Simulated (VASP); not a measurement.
# Na2Sc (P-3m1) in VASP: notebook, part 2 of 2

VASP 6.6.1.

### 5 Single point, PBE

INCAR

```
SYSTEM = Na2Sc
  ALGO = Fast
  EDIFF = 1E-7
  ENCUT = 520
  GGA = PE
  ISIF = 2
  ISMEAR = 1
  LASPH = .TRUE.
  LCHARG = .FALSE.
  LREAL = .FALSE.
  LWAVE = .FALSE.
  NBANDS = 20
  NELM = 80
  PREC = Accurate
  SIGMA = 0.005
```

KPOINTS

```
k-points
0
G
  8 8 4
  0 0 0
```

POSCAR

```
Na2Sc
1.0
    3.3730850600      0.0000000000      0.0000000000
   -1.6865425300      2.9211773500      0.0000000000
    0.0000000000      0.0000000000      5.6300470300
Na Sc
2 1
Direct
    0.3333333300      0.6666666700      0.2500000000
    0.6666666700      0.3333333300      0.7500000000
    0.0000000000      0.0000000000      0.0000000000
```

Potentials or basis: VASP PAW PBE potentials, release 64 (Na_pv, Sc_sv).

Started as:

```sh
$ cat potpaw_PBE.64/Na_pv/POTCAR potpaw_PBE.64/Sc_sv/POTCAR > POTCAR
$ mpirun -np 1 vasp_std > vasp.out
```

OUTCAR:

```text
SYSTEM = Na2Sc
   EDIFF = 1E-7
   ENCUT = 520
   GGA = PE
   ISIF = 2
   ISMEAR = 1
   LASPH = .TRUE.
   LREAL = .FALSE.
   NELM = 80
   PREC = Accurate

 ion  position               nearest neighbor table
   1  0.333  0.667  0.250-   3 2.40   3 2.40   3 2.40
   2  0.667  0.333  0.750-   3 2.40   3 2.40   3 2.40
   3  0.000  0.000  0.000-   1 2.40   2 2.40   1 2.40   2 2.40   2 2.40   1 2.40

  LATTYP: Found a hexagonal cell.
 ALAT       =     3.3730850600
 C/A-ratio  =     1.6691091182

  Lattice vectors:

 A1 = (   3.3730850600,   0.0000000000,   0.0000000000)
 A2 = (  -1.6865425300,   2.9211773500,   0.0000000000)
 A3 = (   0.0000000000,   0.0000000000,   5.6300470300)

Analysis of symmetry for initial positions (statically):
=====================================================================
 Subroutine PRICEL returns:
 Original cell was already a primitive cell.

 Routine SETGRP: Setting up the symmetry group for a
 hexagonal supercell.

 Subroutine GETGRP returns: Found 12 space group operations
 (whereof 12 operations were pure point group operations)
 out of a pool of 24 trial point group operations.

The static configuration has the point symmetry D_3d.

Analysis of symmetry for dynamics (positions and initial velocities):
=====================================================================
 Subroutine PRICEL returns:
 Original cell was already a primitive cell.

 Routine SETGRP: Setting up the symmetry group for a
 hexagonal supercell.

 Subroutine GETGRP returns: Found 12 space group operations
 (whereof 12 operations were pure point group operations)
 out of a pool of 24 trial point group operations.

The dynamic configuration has the point symmetry D_3d.

[... 113 lines left out ...]
   EMIN   =  10.00;   EMAX   =-10.00  energy-range for DOS
   EFERMI =   0.00;   METHOD = LEGACY
   ISMEAR =     1;   SIGMA  =   0.01  broadening in eV -4-tet -1-fermi 0-gaus
   EFERMI_NEDOS =   21; number of points for ismear=-14 and -15
   IALGO  =     68    algorithm
   IMIX   =      4    mixing-type and parameters
     AMIX     =   0.40;   BMIX     =  1.00
     AMIX_MAG =   1.60;   BMIX_MAG =  1.00
  volume/ion in A,a.u.               =      18.49       124.79
  Fermi-wavevector in a.u.,A,eV,Ry     =   1.255131  2.371854 21.433993  1.575354
  Thomas-Fermi vector in A             =   2.388903
   LORBIT       =      0    0 simple, 1 ext, 2 COOP (PROOUT), +10 PAW based schemes
   GGA     = PE    functional components
   LHFCALC =     F    Hartree Fock is set to
   AEXX    =    0.0000 exact exchange contribution
   IVDW    =     0    specifies the selected vdW correction
   LEPSILON=     F    determine dielectric tensor
   LRPA    =     F    only Hartree local field effects (RPA)
 non-spin polarized calculation
 RMM-DIIS sequential band-by-band and
 Methfessel and Paxton  Order N= 1 SIGMA  =   0.01
  energy-cutoff  :      520.00
  volume of cell :       55.47
 maximum number of plane-waves:      1521
 NGX is ok and might be reduce to    28
   NGX = 13   NGY = 13   NGZ = 21

 number of electron      24.9999993 magnetization

 Free energy of the ion-electron system (eV)
  ---------------------------------------------------
  ext. energy  EPLUGINS =         0.00000000
  ---------------------------------------------------
  free energy    TOTEN  =        -2.88469157 eV

  energy without entropy =       -2.88467169  energy(sigma->0) =       -2.88468494

 E-fermi :   3.8702     XC(G=0):  -9.3689

 val. band max:        3.8614600913   @ k =   0.2500   0.2500   0.5000
 cond. band min:       3.8713305463   @ k =   0.1250   0.0000   0.0000
 fundamental gap:      0.0098704550
 Fermi energy:         3.8702142489

 k-point     1 :       0.0000    0.0000    0.0000
  band No.  band energies     occupation
      1     -45.7031      2.00000
      2     -24.6679      2.00000
      3     -24.3120      2.00000
      4     -24.3120      2.00000
      5     -21.4058      2.00000
      6     -21.3583      2.00000
[... 541 lines left out ...]
     19       9.1415      0.00000
     20       9.6516      0.00000

 [... further k-points ...]

------------------------ aborting loop because EDIFF is reached ----------------------------------------

  FORCE on cell =-STRESS in cart. coord.  units (eV):
  Direction    XX          YY          ZZ          XY          YZ          ZX
  --------------------------------------------------------------------------------------
  -------------------------------------------------------------------------------------
  Total        9.7828077      9.7828077     11.0979684      0.0000000      0.0000000      0.0000000
  in kB      282.5379949    282.5379947    320.5212490      0.0000000      0.0000000      0.0000000
  external PRESSURE =     295.1990795 kB  Pullay stress =       0.0000000 kB

 VOLUME and BASIS-vectors are now :
 -----------------------------------------------------------------------------
  energy-cutoff  :      520.00
  volume of cell :       55.47
      direct lattice vectors                 reciprocal lattice vectors
     3.373085060  0.000000000  0.000000000     0.296464507  0.171163863  0.000000000
    -1.686542530  2.921177350  0.000000000     0.000000000  0.342327726  0.000000000
     0.000000000  0.000000000  5.630047030     0.000000000  0.000000000  0.177618410

 POSITION                                       TOTAL-FORCE (eV/Angst)
 -----------------------------------------------------------------------------------
     -0.00000      1.94745      1.40751        -0.000000      0.000000      3.993190
      1.68654      0.97373      4.22254         0.000000     -0.000000     -3.993190
      0.00000      0.00000      0.00000         0.000000      0.000000      0.000000
 -----------------------------------------------------------------------------------
    total drift:                                0.000000      0.000000      0.000000

  FREE ENERGIE OF THE ION-ELECTRON SYSTEM (eV)
  ---------------------------------------------------
  free  energy   TOTEN  =        -2.8846915725 eV

  energy  without entropy=       -2.8846716855  energy(sigma->0) =       -2.88468494
```

stdout:

```text
POSCAR found type information on POSCAR NaSc
 POSCAR found :  2 types and       3 ions
 scaLAPACK will be used
 LDA part: xc-table for (Slater+PW92), standard interpolation
 POSCAR, INCAR and KPOINTS ok, starting setup
 FFT: planning ... GRIDC
 FFT: planning ... GRID_SOFT
 FFT: planning ... GRID
 WAVECAR not read
 entering main loop
```

Wall time 26 s (1 thread of Intel Xeon 6975P-C (Granite Rapids), shared host); peak memory 0.19 GiB.

Results:

| Property | Result |
| --- | --- |
| Free energy | -2.8847 eV |
| Pressure | 29.5 GPa |
| Largest force | 3.993 eV/Å |
| Band gap on the k mesh | zero (an odd number of electrons rules out a gap without spin polarisation) |

Forces in eV/Å, atoms in the order of the input:
```
Na   0.000  0.000  3.993
Na   0.000  0.000 -3.993
Sc   0.000  0.000  0.000
```

Caveat: the cell stands under pressure; forces of over 1 eV/Å act on the atoms, so gaps and moduli don't describe the material at rest.

### 6 The runs side by side

| smearing | gap on the mesh (eV) | pressure (GPa) | largest force (eV/Å) |
| --- | --- | --- | --- |
| methfessel-paxton 0.05 eV | none | 29.5 | 3.99 |
| methfessel-paxton 0.025 eV | none | 29.5 | 3.99 |
| methfessel-paxton 0.01 eV | none | 29.5 | 3.99 |
| methfessel-paxton 0.005 eV | none | 29.5 | 3.99 |

Alike in all rows: task single point; level PBE; potentials or basis VASP PAW PBE potentials, release 64 (Na_pv, Sc_sv); no spin polarisation; cell as given; k mesh 8 × 8 × 4; cutoff (eV) 520.

Caveats: the cell stands under pressure; forces of over 1 eV/Å act on the atoms, so gaps and moduli don't describe the material at rest.

Total energies depend on the potentials used, so only differences within one code and one set of settings carry meaning.

The gap in the log of VASP goes by the Fermi energy; the results here count the filled bands.